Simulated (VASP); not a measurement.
# MoF (F-43m) in VASP: single point with PBE+U

Aim: the single point of MoF with PBE+U.

All numbers are computed with VASP 6.6.1; they aren't measurements. Logs are shortened: lines on timing, memory, paths and dates and some standing lists are left out, and cuts for length are marked.

### Step 1. The cell of the first run

The structure is cubic, space group F-43m (No. 216). The conventional cell has a = 4.886 Å, b = 4.886 Å, c = 4.886 Å, α = 90.00°, β = 90.00°, γ = 90.00°. Mo (site symmetry -43m) has 4 F at 2.12 Å within 2.8 Å. Within 2.8 Å of F (site symmetry -43m) lie 4 Mo at 2.12 Å.

### Step 2. Single point, PBE+U, collinear spin

The input, INCAR:

```
SYSTEM = MoF
ALGO     = Normal         ! electronic algorithm
EDIFF    = 1E-6           ! SCF threshold, eV
ENCUT    = 520            ! plane-wave cutoff, eV
GGA      = PE             ! functional
ISIF     = 2              ! what is computed and relaxed
ISMEAR   = 0              ! smearing method
ISPIN    = 2              ! spin polarisation
LASPH    = .TRUE.         ! aspherical terms in the spheres
LCHARG   = .TRUE.         ! write CHGCAR
LDAU     = .TRUE.         ! DFT+U
LDAUJ    = 0 0          
LDAUL    = 2 -1           ! shell
LDAUPRINT= 1            
LDAUTYPE = 2            
LDAUU    = 3 0            ! U, eV
LELF     = .TRUE.         ! ELF
LMAXMIX  = 4              ! l up to which the mixer works
LORBIT   = 11             ! projections on sites
LREAL    = .FALSE.        ! projectors in reciprocal space
LVHAR    = .TRUE.       
LWAVE    = .FALSE.        ! write WAVECAR
MAGMOM   = 0.68 0         ! initial moments
NBANDS   = 22             ! bands
NELM     = 150            ! most SCF steps
PREC     = Accurate       ! precision mode
SIGMA    = 0.1            ! smearing width, eV
```

The input, KPOINTS:

```
k-points
0
G
  20 20 20
  0 0 0
```

The input, POSCAR:

```
MoF
1.0
    0.0000000000      2.4429954933      2.4429954933
    2.4429954933      0.0000000000      2.4429954933
    2.4429954933      2.4429954933      0.0000000000
Mo F
1 1
Direct
    0.0000000000      0.0000000000      0.0000000000
    0.2500000000      0.2500000000      0.2500000000
```

Potentials or basis: VASP PAW PBE potentials, release 64 (Mo_sv, F).

Run with:

```
$ cat potpaw_PBE.64/Mo_sv/POTCAR potpaw_PBE.64/F/POTCAR > POTCAR
$ mpirun -np 1 vasp_std > vasp.out
```

OUTCAR:

```text
SYSTEM = MoF
   EDIFF = 1E-6
   ENCUT = 520
   GGA = PE
   ISIF = 2
   ISMEAR = 0
   ISPIN = 2
   LASPH = .TRUE.
   LORBIT = 11
   LREAL = .FALSE.
   NELM = 150
   PREC = Accurate

 ion  position               nearest neighbor table
   1  0.000  0.000  0.000-   2 2.12   2 2.12   2 2.12   2 2.12
   2  0.250  0.250  0.250-   1 2.12   1 2.12   1 2.12   1 2.12

  LATTYP: Found a face centered cubic cell.
 ALAT       =     4.8859909866

  Lattice vectors:

 A1 = (   0.0000000000,   2.4429954933,   2.4429954933)
 A2 = (   2.4429954933,   0.0000000000,   2.4429954933)
 A3 = (   2.4429954933,   2.4429954933,   0.0000000000)

Analysis of symmetry for initial positions (statically):
=====================================================================
 Subroutine PRICEL returns:
 Original cell was already a primitive cell.

 Routine SETGRP: Setting up the symmetry group for a
 face centered cubic supercell.

 Subroutine GETGRP returns: Found 24 space group operations
 (whereof 24 operations were pure point group operations)
 out of a pool of 48 trial point group operations.

The static configuration has the point symmetry T_d .

Analysis of symmetry for dynamics (positions and initial velocities):
=====================================================================
 Subroutine PRICEL returns:
 Original cell was already a primitive cell.

 Routine SETGRP: Setting up the symmetry group for a
 face centered cubic supercell.

 Subroutine GETGRP returns: Found 24 space group operations
 (whereof 24 operations were pure point group operations)
 out of a pool of 48 trial point group operations.

The dynamic configuration has the point symmetry T_d .

Analysis of structural, dynamic, and magnetic symmetry:
=====================================================================
 Subroutine PRICEL returns:
 Original cell was already a primitive cell.

 Routine SETGRP: Setting up the symmetry group for a
 face centered cubic supercell.

 Subroutine GETGRP returns: Found 24 space group operations
 (whereof 24 operations were pure point group operations)
 out of a pool of 48 trial point group operations.

The overall configuration has the point symmetry T_d .

 Subroutine INISYM returns: Found 24 space group operations
 (whereof 24 operations are pure point group operations),
 and found     1 'primitive' translations

----------------------------------------------------------------------------------------

                                     Primitive cell

  volume of cell :      29.1607

  direct lattice vectors                    reciprocal lattice vectors
     0.000000000  2.442995493  2.442995493    -0.204666771  0.204666771  0.204666771
     2.442995493  0.000000000  2.442995493     0.204666771 -0.204666771  0.204666771
     2.442995493  2.442995493  0.000000000     0.204666771  0.204666771 -0.204666771

  length of vectors
     3.454917359  3.454917359  3.454917359     0.354493247  0.354493247  0.354493247

  position of ions in fractional coordinates (direct lattice)
     0.000000000  0.000000000  0.000000000
     0.250000000  0.250000000  0.250000000

  ion indices of the primitive-cell ions
   primitive index   ion index
                 1           1
                 2           2

----------------------------------------------------------------------------------------

 KPOINTS: k-points

Automatic generation of k-mesh.
 Grid dimensions read from file:
 generate k-points for:   20   20   20

 Generating k-lattice:

[... 62 lines left out ...]
   LREAL  =      F    real-space projection
   EDIFFG = 0.1E-04   stopping-criterion for IOM
   NSW    =      0    number of steps for IOM
   IBRION =     -1    ionic relax: 0-MD 1-quasi-New 2-CG
   NFREE  =      0    steps in history (QN), initial steepest desc. (CG)
   ISIF   =      2    stress and relaxation
   ISYM   =      2    0-nonsym 1-usesym 2-fastsym
   POTIM  = 0.5000    time-step for ionic-motion
   TEBEG  =    0.0;   TEEND  =   0.0 temperature during run
   PSTRESS=    0.0 pullay stress
   NELECT =      21.0000    total number of electrons
   NUPDOWN=      -1.0000    fix difference up-down
   EMIN   =  10.00;   EMAX   =-10.00  energy-range for DOS
   EFERMI =   0.00;   METHOD = LEGACY
   ISMEAR =     0;   SIGMA  =   0.10  broadening in eV -4-tet -1-fermi 0-gaus
   EFERMI_NEDOS =   21; number of points for ismear=-14 and -15
   IALGO  =     38    algorithm
   IMIX   =      4    mixing-type and parameters
     AMIX     =   0.40;   BMIX     =  1.00
     AMIX_MAG =   1.60;   BMIX_MAG =  1.00
  volume/ion in A,a.u.               =      14.58        98.39
  Fermi-wavevector in a.u.,A,eV,Ry     =   1.467400  2.772984 29.296930  2.153264
  Thomas-Fermi vector in A             =   2.583023
   LORBIT       =     11    0 simple, 1 ext, 2 COOP (PROOUT), +10 PAW based schemes
 LDA+U is selected, type is set to LDAUTYPE =  2
   angular momentum for each species LDAUL =     2   -1
   U (eV)           for each species LDAUU =   3.0  0.0
   J (eV)           for each species LDAUJ =   0.0  0.0
   GGA     = PE    functional components
   LHFCALC =     F    Hartree Fock is set to
   AEXX    =    0.0000 exact exchange contribution
   IVDW    =     0    specifies the selected vdW correction
   LEPSILON=     F    determine dielectric tensor
   LRPA    =     F    only Hartree local field effects (RPA)
 spin polarized calculation
 Gauss-broadening in eV      SIGMA  =   0.10
  energy-cutoff  :      520.00
  volume of cell :       29.16
 maximum number of plane-waves:       817
 NGX is ok and might be reduce to    28
   NGX = 13   NGY = 13   NGZ = 13

atom =   1  type =  1  l = 2

 onsite density matrix

spin component  1

  0.2368 -0.0000 -0.0000 -0.0000  0.0000
 -0.0000  0.2368 -0.0000 -0.0000  0.0000
 -0.0000 -0.0000  0.8402 -0.0000  0.0000
 -0.0000 -0.0000 -0.0000  0.2368 -0.0000
  0.0000  0.0000  0.0000 -0.0000  0.8402

spin component  2

  0.2492 -0.0000 -0.0000 -0.0000 -0.0000
 -0.0000  0.2492 -0.0000  0.0000  0.0000
 -0.0000 -0.0000  0.3126  0.0000  0.0000
 -0.0000  0.0000  0.0000  0.2492 -0.0000
 -0.0000  0.0000  0.0000 -0.0000  0.3126

 occupancies and eigenvectors

  o =  0.2368  v =  1.0000  0.0000  0.0000  0.0000  0.0000  0.0000  0.0000  0.0000  0.0000  0.0000      0.0000  0.0000  0.0000  0.0000  0.0000  0.0000  0.0000  0.0000  0.0000  0.0000
  o =  0.2368  v =  0.0000  0.3263  0.0000 -0.9453  0.0000  0.0000  0.0000  0.0000  0.0000  0.0000      0.0000  0.0000  0.0000  0.0000  0.0000  0.0000  0.0000  0.0000  0.0000  0.0000
  o =  0.2368  v =  0.0000  0.9453  0.0000  0.3263 -0.0000  0.0000  0.0000  0.0000  0.0000  0.0000      0.0000  0.0000  0.0000  0.0000  0.0000  0.0000  0.0000  0.0000  0.0000  0.0000
  o =  0.2492  v =  0.0000  0.0000  0.0000  0.0000  0.0000  0.0000  0.6469 -0.0000 -0.7626 -0.0000      0.0000  0.0000  0.0000  0.0000  0.0000  0.0000  0.0000  0.0000  0.0000  0.0000
  o =  0.2492  v =  0.0000  0.0000  0.0000  0.0000  0.0000  0.0000 -0.7626  0.0000 -0.6469  0.0000      0.0000  0.0000  0.0000  0.0000  0.0000  0.0000  0.0000  0.0000  0.0000  0.0000
  o =  0.2492  v =  0.0000  0.0000  0.0000  0.0000  0.0000  1.0000  0.0000  0.0000  0.0000  0.0000      0.0000  0.0000  0.0000  0.0000  0.0000  0.0000  0.0000  0.0000  0.0000  0.0000
  o =  0.3126  v =  0.0000  0.0000  0.0000  0.0000  0.0000  0.0000  0.0000  0.9947  0.0000 -0.1030      0.0000  0.0000  0.0000  0.0000  0.0000  0.0000  0.0000  0.0000  0.0000  0.0000
  o =  0.3126  v =  0.0000  0.0000  0.0000  0.0000  0.0000  0.0000 -0.0000 -0.1030  0.0000 -0.9947      0.0000  0.0000  0.0000  0.0000  0.0000  0.0000  0.0000  0.0000  0.0000  0.0000
  o =  0.8402  v =  0.0000 -0.0000  0.9954  0.0000 -0.0955  0.0000  0.0000  0.0000  0.0000  0.0000      0.0000  0.0000  0.0000  0.0000  0.0000  0.0000  0.0000  0.0000  0.0000  0.0000
  o =  0.8402  v =  0.0000 -0.0000  0.0955  0.0000  0.9954  0.0000  0.0000  0.0000  0.0000  0.0000      0.0000  0.0000  0.0000  0.0000  0.0000  0.0000  0.0000  0.0000  0.0000  0.0000

 number of electron      21.0000009 magnetization       0.9998717

 Free energy of the ion-electron system (eV)
  ---------------------------------------------------
  ext. energy  EPLUGINS =         0.00000000
  ---------------------------------------------------
  free energy    TOTEN  =        -9.34335353 eV

  energy without entropy =       -9.34041163  energy(sigma->0) =       -9.34188258

 E-fermi :   8.4082     XC(G=0): -11.4396

 val. band max:        8.4073305011   @ k =   0.4500   0.0500   0.0000
 cond. band min:       8.4143090030   @ k =  -0.4500   0.1000   0.0500
 fundamental gap:      0.0069785019
 Fermi energy:         8.4081910197

 spin component 1

 k-point     1 :       0.0000    0.0000    0.0000
  band No.  band energies     occupation
      1     -54.2903      1.00000
      2     -28.3000      1.00000
      3     -28.3000      1.00000
      4     -28.2999      1.00000
      5     -19.3502      1.00000
      6      -1.4141      1.00000
[... 1193 lines left out ...]
     21      30.1961      0.00000
     22      30.8944      0.00000

 [... further k-points ...]

------------------------ aborting loop because EDIFF is reached ----------------------------------------

  FORCE on cell =-STRESS in cart. coord.  units (eV):
  Direction    XX          YY          ZZ          XY          YZ          ZX
  --------------------------------------------------------------------------------------
  -------------------------------------------------------------------------------------
  Total        0.7807840      0.7807840      0.7807840     -0.0000000      0.0000000     -0.0000000
  in kB       42.8986361     42.8986361     42.8986361     -0.0000000      0.0000000     -0.0000000
  external PRESSURE =      42.8986361 kB  Pullay stress =       0.0000000 kB

 VOLUME and BASIS-vectors are now :
 -----------------------------------------------------------------------------
  energy-cutoff  :      520.00
  volume of cell :       29.16
      direct lattice vectors                 reciprocal lattice vectors
     0.000000000  2.442995493  2.442995493    -0.204666771  0.204666771  0.204666771
     2.442995493  0.000000000  2.442995493     0.204666771 -0.204666771  0.204666771
     2.442995493  2.442995493  0.000000000     0.204666771  0.204666771 -0.204666771

 POSITION                                       TOTAL-FORCE (eV/Angst)
 -----------------------------------------------------------------------------------
      0.00000      0.00000      0.00000        -0.000000     -0.000000     -0.000000
      1.22150      1.22150      1.22150         0.000000      0.000000      0.000000
 -----------------------------------------------------------------------------------
    total drift:                                0.000001      0.000001      0.000001

  FREE ENERGIE OF THE ION-ELECTRON SYSTEM (eV)
  ---------------------------------------------------
  free  energy   TOTEN  =        -9.3433535281 eV

  energy  without entropy=       -9.3404116318  energy(sigma->0) =       -9.34188258

 total charge

# of ion       s       p       d       tot
------------------------------------------
    1        2.196   6.101   3.724  12.021
    2        1.747   4.385   0.000   6.132
--------------------------------------------------
tot          3.943  10.486   3.724  18.153

 magnetization (x)

# of ion       s       p       d       tot
------------------------------------------
    1        0.003   0.003   1.012   1.019
    2       -0.002   0.004   0.000   0.002
--------------------------------------------------
tot          0.001   0.007   1.012   1.021
```

Run time: 7.1 min. Hardware: 1 thread of Intel Xeon 8259CL, shared host; peak memory 0.36 GiB.

What came out:

* Free energy: -9.3434 eV
* Pressure: 4.3 GPa
* Band gap on the k mesh: zero (filled and empty bands overlap)
* Net moment: 1.00 μB per cell
* Site moments: Mo +1.02; F +0.00 μB
* Valence electrons inside the program's atomic spheres: Mo 12.02; F 6.13

Levels at points of the mesh, in eV from the Fermi level:
Spin up:
```
           k point  band 7  band 8  band 9  band 10  band 11  band 12  band 13  band 14  band 15  band 16
(0.00, 0.00, 0.00)   -9.82   -9.82   -3.25    -2.41    -2.41     1.37     1.37     1.37    12.32    12.32
(0.50, 0.00, 0.00)   -9.60   -9.60   -2.23    -2.23    -1.52     1.14     1.14     2.60     5.06    13.11
(0.50, 0.50, 0.00)   -9.14   -9.14   -2.82    -2.24    -1.55     1.18     1.18     5.13     6.93    10.30
```
Spin down:
| k point | band 8 | band 9 | band 10 | band 11 | band 12 | band 13 |
| --- | --- | --- | --- | --- | --- | --- |
| (0.00, 0.00, 0.00) | -9.77 | -3.17 | 0.22 | 0.22 | 1.66 | 1.66 |
| (0.50, 0.00, 0.00) | -9.49 | -1.34 | 0.20 | 0.20 | 1.52 | 1.52 |
| (0.50, 0.50, 0.00) | -9.11 | -2.06 | -1.00 | 1.26 | 1.53 | 1.53 |

Eigenvalues of the final occupation matrices:
```tsv
site	spin	trace	eigenvalues
site 1 d	1	2.39	0.24 0.24 0.24 0.84 0.84
site 1 d	2	1.37	0.25 0.25 0.25 0.31 0.31
```

Caveat: the cell stands under pressure.
